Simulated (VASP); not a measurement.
## NaCl: single point with PBE

The system is NaCl.

```xyz
2
Lattice="0.0000 2.7941 2.7941 2.7941 0.0000 2.7941 2.7941 2.7941 0.0000" Properties=species:S:1:pos:R:3 pbc="T T T"
Cl    2.7941    2.7941    2.7941
Na    0.0000    0.0000    0.0000
```

```yaml
Program: VASP 6.6.1
Task: single point
Functional: PBE
Potentials_or_basis: VASP PAW PBE potentials, release 64 (Cl, Na_pv)
Cutoff: 500 eV
k_mesh: 8 × 8 × 8
Occupations: gaussian, width 0.016 eV
Spin: no spin polarisation
```

- Pressure: 1.5 GPa
- Band gap on the k mesh: 5.22 eV

Levels at points of the mesh, in eV from the valence-band top:
```tsv
k point	band 3	band 4	band 5	band 6	band 7	band 8	band 9	band 10	band 11	band 12
(0.00, 0.00, 0.00)	-20.77	-12.72	0.00	0.00	0.00	5.22	11.15	11.15	11.15	13.34
(0.50, 0.00, 0.00)	-20.77	-12.36	-2.01	-0.28	-0.28	7.32	10.85	11.04	11.04	15.17
(0.50, 0.50, 0.00)	-20.78	-12.31	-1.73	-0.62	-0.62	7.62	8.05	11.52	15.03	15.03
```

Run time: 18 s on 1 thread of Intel(R) Xeon(R) Platinum 8259CL CPU @ 2.50GHz (Skylake/Cascade Lake), with other jobs on the host, peak memory 0.16 GiB.
